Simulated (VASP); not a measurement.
## Se: single point with LDA

The system is Se.

```xyz
2
Lattice="0.0313 3.1412 3.1412 3.1412 0.0313 3.1412 3.1412 3.1412 0.0313" Properties=species:S:1:pos:R:3 pbc="T T T"
Se    3.1568    3.1568    3.1568
Se    4.7352    4.7352    4.7352
```

* Program: VASP 6.6.1
* Task: single point
* Functional: LDA
* Potentials or basis: VASP PAW LDA potentials, release 64 (Se)
* Cutoff: 500 eV
* k mesh: 5 × 5 × 5
* Occupations: gaussian, width 0.02 eV
* Spin: no spin polarisation
* Dipole correction: no
* Further INCAR settings: ALGO = Normal; EDIFF = 1e-06; NBANDS = 13

| Item | Value |
| --- | --- |
| Pressure | -1.6 GPa |
| Largest force | 0.317 eV/Å |
| Band gap on the k mesh | zero (band 6 reaches 2.49 eV, above the bottom of band 7 at 1.52 eV) |

Forces in eV/Å, atoms in the order of the input:
```
Se  -0.183 -0.183 -0.183
Se   0.183  0.183  0.183
```

Stress tensor (GPa, compression positive):
```
-1.64  0.67  0.67
 0.67 -1.64  0.67
 0.67  0.67 -1.64
```

Levels at points of the mesh, in eV from the Fermi level:
| k point | band 3 | band 4 | band 5 | band 6 | band 7 | band 8 | band 9 | band 10 |
| --- | --- | --- | --- | --- | --- | --- | --- | --- |
| (0.00, 0.00, 0.00) | -3.54 | -3.54 | -3.45 | -0.89 | -0.77 | -0.77 | 4.07 | 7.60 |

It took 5.1 s on 1 thread of Intel(R) Xeon(R) 6975P-C (Granite Rapids) (shared host), peak memory 0.15 GiB.
